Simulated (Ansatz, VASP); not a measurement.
MgS in VASP and in Ansatz

```
Mg S
1.0
     6.57831    0.00000    0.00000
     0.00000    6.57831    0.00000
     0.00000    0.00000    3.59118
Mg S
4 4
Cartesian
  4.4025 4.4025 1.7956
  1.1133 5.4650 0.8978
  2.1758 2.1758 0.0000
  5.4650 1.1133 2.6934
  5.4650 5.4650 0.0000
  2.1758 4.4025 2.6934
  1.1133 1.1133 1.7956
  4.4025 2.1758 0.8978
```

Alike in both runs: task relaxation of cell and atoms; functional PBE; k mesh 4 × 4 × 6; occupations gaussian, width 0.1 eV; no spin polarisation.

|  | VASP | Ansatz |
| --- | --- | --- |
| version | VASP 6.6.1 | Ansatz 0.2.0 |
| potentials or method | VASP PAW PBE potentials, release 64 (Mg, S), cutoff 600 eV | scalar-relativistic, plane waves, PAW |
| valence electrons in the cell | 32 | 64 |

```csv
,VASP,Ansatz,Ansatz less VASP
"gap on the k mesh at the Fermi level, each at its own relaxed structure (eV)",2.86,2.85,-0.008
relaxed volume (Å³/atom),22.30,22.41,+0.110
relaxed length of the cell vector where the two differ most in proportion (Å),3.686,3.692,+0.0063
```

VASP's potentials hold 32 valence electrons a cell and Ansatz's 64, so a difference there can come from the potentials and not from the codes.
